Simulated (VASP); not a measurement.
# CdS (Hawleyite) (F-43m) in VASP: further runs

The runs below take CdS (Hawleyite) through single point, with PBE.

All numbers are computed with VASP 6.6.1; they aren't measurements. Logs are shortened: lines on timing, memory, paths and dates and some standing lists are left out, and cuts for length are marked.

**1. The cell of the first run**

The structure is cubic, space group F-43m (No. 216). The conventional cell has a = 5.910 Å, b = 5.910 Å, c = 5.910 Å, α = 90.00°, β = 90.00°, γ = 90.00°. Cd (site symmetry -43m) has 4 S at 2.56 Å within 3.4 Å. Within 3.4 Å of S (site symmetry -43m) lie 4 Cd at 2.56 Å.

**2. Single point, PBE (volume scaled by 1.04, then relaxed in part)**

INCAR reads:

```
PREC = Accurate ; ENCUT = 520
EDIFF = 1E-6 ; ISMEAR = -1
SIGMA = 0.02 ; LREAL = False
LASPH = True ; NELM = 100
ALGO = Normal ; ISIF = 2
LWAVE = False ; LCHARG = False
GGA = PE ; NBANDS = 16
```

KPOINTS reads:

```
Automatic mesh
0
Gamma
  13 13 13
```

POSCAR reads:

```
CdS
1.0
    0.0000000000      2.9548794012      2.9548794012
    2.9548794012      0.0000000000      2.9548794012
    2.9548794012      2.9548794012      0.0000000000
Cd S
1 1
Direct
    0.0000000000      0.0000000000      0.0000000000
    0.2500000000      0.2500000000      0.2500000000
```

Potentials or basis: VASP PAW PBE potentials, release 64 (Cd, S).

Started as:

```
> cat potpaw_PBE.64/Cd/POTCAR potpaw_PBE.64/S/POTCAR > POTCAR
> mpirun -np 1 vasp_std > vasp.out
```

OUTCAR:

```text
PREC = Accurate
   ENCUT = 520
   EDIFF = 1E-6
   ISMEAR = -1
   LREAL = False
   LASPH = True
   NELM = 100
   ISIF = 2
   GGA = PE

 ion  position               nearest neighbor table
   1  0.000  0.000  0.000-   2 2.56   2 2.56   2 2.56   2 2.56
   2  0.250  0.250  0.250-   1 2.56   1 2.56   1 2.56   1 2.56

  LATTYP: Found a face centered cubic cell.
 ALAT       =     5.9097588024

  Lattice vectors:

 A1 = (   0.0000000000,   2.9548794012,   2.9548794012)
 A2 = (   2.9548794012,   0.0000000000,   2.9548794012)
 A3 = (   2.9548794012,   2.9548794012,   0.0000000000)

Analysis of symmetry for initial positions (statically):
=====================================================================
 Subroutine PRICEL returns:
 Original cell was already a primitive cell.

 Routine SETGRP: Setting up the symmetry group for a
 face centered cubic supercell.

 Subroutine GETGRP returns: Found 24 space group operations
 (whereof 24 operations were pure point group operations)
 out of a pool of 48 trial point group operations.

The static configuration has the point symmetry T_d .

Analysis of symmetry for dynamics (positions and initial velocities):
=====================================================================
 Subroutine PRICEL returns:
 Original cell was already a primitive cell.

 Routine SETGRP: Setting up the symmetry group for a
 face centered cubic supercell.

 Subroutine GETGRP returns: Found 24 space group operations
 (whereof 24 operations were pure point group operations)
 out of a pool of 48 trial point group operations.

The dynamic configuration has the point symmetry T_d .

 Subroutine INISYM returns: Found 24 space group operations
 (whereof 24 operations are pure point group operations),
 and found     1 'primitive' translations

----------------------------------------------------------------------------------------

                                     Primitive cell

  volume of cell :      51.5999

  direct lattice vectors                    reciprocal lattice vectors
     0.000000000  2.954879401  2.954879401    -0.169211644  0.169211644  0.169211644
     2.954879401  0.000000000  2.954879401     0.169211644 -0.169211644  0.169211644
     2.954879401  2.954879401  0.000000000     0.169211644  0.169211644 -0.169211644

  length of vectors
     4.178830524  4.178830524  4.178830524     0.293083164  0.293083164  0.293083164

  position of ions in fractional coordinates (direct lattice)
     0.000000000  0.000000000  0.000000000
     0.250000000  0.250000000  0.250000000

  ion indices of the primitive-cell ions
   primitive index   ion index
                 1           1
                 2           2

----------------------------------------------------------------------------------------

 KPOINTS: Automatic mesh

Automatic generation of k-mesh.
 Grid dimensions read from file:
 generate k-points for:   13   13   13

 Generating k-lattice:

  Cartesian coordinates                     Fractional coordinates (reciprocal lattice)
    -0.013016280  0.013016280  0.013016280     0.076923077  0.000000000  0.000000000
     0.013016280 -0.013016280  0.013016280     0.000000000  0.076923077  0.000000000
     0.013016280  0.013016280 -0.013016280     0.000000000  0.000000000  0.076923077

  Length of vectors
     0.022544859  0.022544859  0.022544859

  Shift w.r.t. Gamma in fractional coordinates (k-lattice)
     0.000000000  0.000000000  0.000000000

 Subroutine IBZKPT returns following result:
 ===========================================

 Found     84 irreducible k-points:

 Following reciprocal coordinates:
            Coordinates               Weight
  0.000000  0.000000  0.000000      1.000000
  0.076923  0.000000  0.000000      8.000000
  0.153846  0.000000  0.000000      8.000000
  0.230769  0.000000  0.000000      8.000000
  0.307692  0.000000  0.000000      8.000000
  0.384615  0.000000  0.000000      8.000000
[... 16 lines left out ...]
  0.384615  0.153846  0.000000     24.000000
  0.461538  0.153846  0.000000     24.000000
 [... further k-points ...]
   k-points           NKPTS =     84   k-points in BZ     NKDIM =     84   number of bands    NBANDS=     16
   number of dos      NEDOS =    301   number of ions     NIONS =      2
   total plane-waves  NPLWV =  32768
   dimension x,y,z NGX =    32 NGY =   32 NGZ =   32
   dimension x,y,z NGXF=    64 NGYF=   64 NGZF=   64
   ions per type =               1   1
   NGX,Y,Z   is equivalent  to a cutoff of  12.73, 12.73, 12.73 a.u.
   NGXF,Y,Z  is equivalent  to a cutoff of  25.46, 25.46, 25.46 a.u.
 SYSTEM =  unknown system
   PREC   = accura    normal or accurate (medium, high low for compatibility)
   ISTART =      0    job   : 0-new  1-cont  2-samecut
   ICHARG =      2    charge: 1-file 2-atom 10-const
   ISPIN  =      1    spin polarized calculation?
   LNONCOLLINEAR =      F non collinear calculations
   LSORBIT =      F    spin-orbit coupling
   LASPH  =      T    aspherical Exc in radial PAW
   ENCUT  =  520.0 eV  38.22 Ry    6.18 a.u.   7.77  7.77  7.77*2*pi/ulx,y,z
   NELM   =    100;   NELMIN=  2; NELMDL= -5     # of ELM steps
   EDIFF  = 0.1E-05   stopping-criterion for ELM
   LREAL  =      F    real-space projection
   EDIFFG = 0.1E-04   stopping-criterion for IOM
   NSW    =      0    number of steps for IOM
   IBRION =     -1    ionic relax: 0-MD 1-quasi-New 2-CG
   NFREE  =      0    steps in history (QN), initial steepest desc. (CG)
   ISIF   =      2    stress and relaxation
   ISYM   =      2    0-nonsym 1-usesym 2-fastsym
   POTIM  = 0.5000    time-step for ionic-motion
   TEBEG  =    0.0;   TEEND  =   0.0 temperature during run
   PSTRESS=    0.0 pullay stress
   NELECT =      18.0000    total number of electrons
   NUPDOWN=      -1.0000    fix difference up-down
   EMIN   =  10.00;   EMAX   =-10.00  energy-range for DOS
   EFERMI =   0.00;   METHOD = LEGACY
   ISMEAR =    -1;   SIGMA  =   0.02  broadening in eV -4-tet -1-fermi 0-gaus
   EFERMI_NEDOS =   21; number of points for ismear=-14 and -15
   IALGO  =     38    algorithm
   IMIX   =      4    mixing-type and parameters
     AMIX     =   0.40;   BMIX     =  1.00
     AMIX_MAG =   1.60;   BMIX_MAG =  1.00
  volume/ion in A,a.u.               =      25.80       174.11
  Fermi-wavevector in a.u.,A,eV,Ry     =   1.152434  2.177784 18.069941  1.328103
  Thomas-Fermi vector in A             =   2.289085
   LORBIT       =      0    0 simple, 1 ext, 2 COOP (PROOUT), +10 PAW based schemes
   GGA     = PE    functional components
   LHFCALC =     F    Hartree Fock is set to
   AEXX    =    0.0000 exact exchange contribution
   IVDW    =     0    specifies the selected vdW correction
   LEPSILON=     F    determine dielectric tensor
   LRPA    =     F    only Hartree local field effects (RPA)
 non-spin polarized calculation
  energy-cutoff  :      520.00
  volume of cell :       51.60
 maximum number of plane-waves:      1411
   NGX = 15   NGY = 15   NGZ = 15

 number of electron      18.0000003 magnetization

 Free energy of the ion-electron system (eV)
  ---------------------------------------------------
  ext. energy  EPLUGINS =         0.00000000
  ---------------------------------------------------
  free energy    TOTEN  =        -6.14596979 eV

  energy without entropy =       -6.14596979  energy(sigma->0) =       -6.14596979

 E-fermi :   1.4366     XC(G=0):  -8.9674

 val. band max:        0.9859425876   @ k =   0.0000   0.0000   0.0000
 cond. band min:       2.0489011955   @ k =   0.0000   0.0000   0.0000
 fundamental gap:      1.0629586078
 Fermi energy:         1.4366200716

 k-point     1 :       0.0000    0.0000    0.0000
  band No.  band energies     occupation
      1     -11.1509      2.00000
      2      -6.6083      2.00000
      3      -6.6083      2.00000
      4      -6.6083      2.00000
      5      -6.1802      2.00000
      6      -6.1802      2.00000
[... 8 lines left out ...]
     15      12.4056      0.00000
     16      12.4056      0.00000

 k-point     2 :       0.0769    0.0000    0.0000
  band No.  band energies     occupation
      1     -11.1287      2.00000
      2      -6.6002      2.00000
      3      -6.6002      2.00000
      4      -6.5892      2.00000
      5      -6.1807      2.00000
      6      -6.1807      2.00000
[... 8 lines left out ...]
     15      12.1041      0.00000
     16      12.5470      0.00000

 k-point     3 :       0.1538    0.0000    0.0000
  band No.  band energies     occupation
      1     -11.0670      2.00000
      2      -6.5788      2.00000
      3      -6.5788      2.00000
      4      -6.5274      2.00000
      5      -6.1809      2.00000
      6      -6.1809      2.00000
[... 8 lines left out ...]
     15      11.6884      0.00000
     16      12.7711      0.00000

 k-point     4 :       0.2308    0.0000    0.0000
  band No.  band energies     occupation
      1     -10.9796      2.00000
      2      -6.5510      2.00000
      3      -6.5510      2.00000
      4      -6.4124      2.00000
      5      -6.1778      2.00000
      6      -6.1778      2.00000
[... 8 lines left out ...]
     15      11.5585      0.00000
     16      12.3265      0.00000

 k-point     5 :       0.3077    0.0000    0.0000
  band No.  band energies     occupation
      1     -10.8868      2.00000
      2      -6.5257      2.00000
      3      -6.5257      2.00000
      4      -6.2387      2.00000
      5      -6.1691      2.00000
      6      -6.1691      2.00000
[... 8 lines left out ...]
     15      11.8511      0.00000
     16      11.9766      0.00000

 k-point     6 :       0.3846    0.0000    0.0000
  band No.  band energies     occupation
      1     -10.8101      2.00000
      2      -6.5087      2.00000
      3      -6.5087      2.00000
      4      -6.1569      2.00000
      5      -6.1569      2.00000
      6      -6.0273      2.00000
[... 8 lines left out ...]
     15      12.5126      0.00000
     16      12.5126      0.00000
[... 267 lines left out ...]
 k-point    21 :       0.2308    0.1538    0.0000
  band No.  band energies     occupation
      1     -10.9739      2.00000
      2      -6.5329      2.00000
      3      -6.5180      2.00000
      4      -6.4666      2.00000
      5      -6.2009      2.00000
      6      -6.1559      2.00000
[... 8 lines left out ...]
     15      12.5421      0.00000
     16      14.1649      0.00000

 k-point    22 :       0.3077    0.1538    0.0000
  band No.  band energies     occupation
      1     -10.8919      2.00000
      2      -6.5135      2.00000
      3      -6.4879      2.00000
      4      -6.3511      2.00000
      5      -6.1774      2.00000
      6      -6.1477      2.00000
[... 8 lines left out ...]
     15      12.6429      0.00000
     16      13.7403      0.00000

 k-point    23 :       0.3846    0.1538    0.0000
  band No.  band energies     occupation
      1     -10.8124      2.00000
      2      -6.4960      2.00000
      3      -6.4664      2.00000
      4      -6.2570      2.00000
      5      -6.1405      2.00000
      6      -6.0695      2.00000
[... 8 lines left out ...]
     15      13.0626      0.00000
     16      13.4762      0.00000

 k-point    24 :       0.4615    0.1538    0.0000
  band No.  band energies     occupation
      1     -10.7536      2.00000
      2      -6.4852      2.00000
      3      -6.4560      2.00000
      4      -6.2132      2.00000
      5      -6.1390      2.00000
      6      -5.8904      2.00000
[... 8 lines left out ...]
     15      13.5209      0.00000
     16      13.5431      0.00000

 [... further k-points ...]
[... 5 lines left out ...]
  --------------------------------------------------------------------------------------
  -------------------------------------------------------------------------------------
  Total        0.2474324      0.2474324      0.2474324      0.0000000      0.0000000     -0.0000000
  in kB        7.6827717      7.6827717      7.6827717      0.0000000      0.0000000     -0.0000000
  external PRESSURE =       7.6827717 kB  Pullay stress =       0.0000000 kB

 VOLUME and BASIS-vectors are now :
 -----------------------------------------------------------------------------
  energy-cutoff  :      520.00
  volume of cell :       51.60
      direct lattice vectors                 reciprocal lattice vectors
     0.000000000  2.954879401  2.954879401    -0.169211644  0.169211644  0.169211644
     2.954879401  0.000000000  2.954879401     0.169211644 -0.169211644  0.169211644
     2.954879401  2.954879401  0.000000000     0.169211644  0.169211644 -0.169211644

 POSITION                                       TOTAL-FORCE (eV/Angst)
 -----------------------------------------------------------------------------------
      0.00000      0.00000      0.00000        -0.000000     -0.000000     -0.000000
      1.47744      1.47744      1.47744         0.000000      0.000000      0.000000
 -----------------------------------------------------------------------------------
    total drift:                               -0.000000     -0.000000     -0.000000

  FREE ENERGIE OF THE ION-ELECTRON SYSTEM (eV)
  ---------------------------------------------------
  free  energy   TOTEN  =        -6.1459697939 eV

  energy  without entropy=       -6.1459697939  energy(sigma->0) =       -6.14596979
```

Run time: 23 s. Hardware: 1 thread of Intel Xeon 6975P-C (Granite Rapids), shared host; peak memory 0.21 GiB.

What came out:

| Quantity | Value |
| --- | --- |
| Free energy | -6.1460 eV |
| Pressure | 0.8 GPa |
| Band gap on the k mesh | 1.06 eV, direct |

Levels at points of the mesh, in eV from the valence-band top:
```csv
k point,band 5,band 6,band 7,band 8,band 9,band 10,band 11,band 12,band 13,band 14
"(0.00, 0.00, 0.00)",-7.17,-7.17,0.00,0.00,0.00,1.06,6.55,6.55,6.55,11.22
```

 A k mesh can miss the band edges.

**3. Single point, PBE (volume scaled by 1.06, then relaxed in part)**

INCAR reads:

```
PREC = Accurate
ENCUT = 520
EDIFF = 1E-7
ISMEAR = -1
SIGMA = 0.02
LREAL = F
LASPH = T
NELM = 100
ALGO = Normal
ISIF = 2
LWAVE = F
LCHARG = F
GGA = PE
NBANDS = 16
```

KPOINTS reads:

```
regular mesh
0
Gamma
  13 13 13
```

POSCAR reads:

```
CdS
1.0
    0.0000000000      2.9737007966      2.9737007966
    2.9737007966      0.0000000000      2.9737007966
    2.9737007966      2.9737007966      0.0000000000
Cd S
1 1
Direct
    0.0000000000      0.0000000000      0.0000000000
    0.2500000000      0.2500000000      0.2500000000
```

Potentials or basis: VASP PAW PBE potentials, release 64 (Cd, S).

Started as:

```
> cat potpaw_PBE.64/Cd/POTCAR potpaw_PBE.64/S/POTCAR > POTCAR
> mpirun -np 1 vasp_std > vasp.out
```

It took 23 s on 1 thread of Intel Xeon 6975P-C (Granite Rapids), shared host; peak memory 0.21 GiB.

It converged, with:

- Free energy: -6.1476 eV
- Pressure: -0.3 GPa
- Band gap on the k mesh: 1.02 eV, direct

Levels at points of the mesh, in eV from the valence-band top:
| k point | band 5 | band 6 | band 7 | band 8 | band 9 | band 10 | band 11 | band 12 | band 13 | band 14 |
| --- | --- | --- | --- | --- | --- | --- | --- | --- | --- | --- |
| (0.00, 0.00, 0.00) | -7.13 | -7.13 | 0.00 | 0.00 | 0.00 | 1.02 | 6.55 | 6.55 | 6.55 | 11.12 |

 A k mesh can miss the band edges.
